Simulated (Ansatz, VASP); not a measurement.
**ZnS in VASP and in Ansatz**

```
Zn S
1.0
     3.80696    0.00000    0.00000
    -1.90348    3.29692    0.00000
     0.00000    0.00000    6.24663
Zn S
2 2
Direct
  0.33333 0.66667 0.00036
  0.66667 0.33333 0.50036
  0.33333 0.66667 0.37464
  0.66667 0.33333 0.87464
```

Alike in both runs: functional r2SCAN; k mesh 9 × 9 × 4; occupations gaussian, width 0.02 eV; no spin polarisation.

Ansatz relaxed the structure, and its values are those at the end. VASP's run is a single point on that final structure, the one shown.

|  | VASP | Ansatz |
| --- | --- | --- |
| version | VASP 6.6.1 | Ansatz 0.2.0 |
| potentials or method | VASP PAW PBE potentials, release 64 (Zn, S), cutoff 520 eV | scalar-relativistic, plane waves, PAW |
| valence electrons in the cell | 36 | 36 |

```tsv
	VASP	Ansatz	Ansatz less VASP
gap on the k mesh at the Fermi level (eV)	2.78	2.77	-0.012
least direct gap on the mesh (eV)	2.78	2.77	-0.012
pressure (GPa)	0.0	0.0	-0.01
```

VASP's potentials were made for PBE, not for r2SCAN.
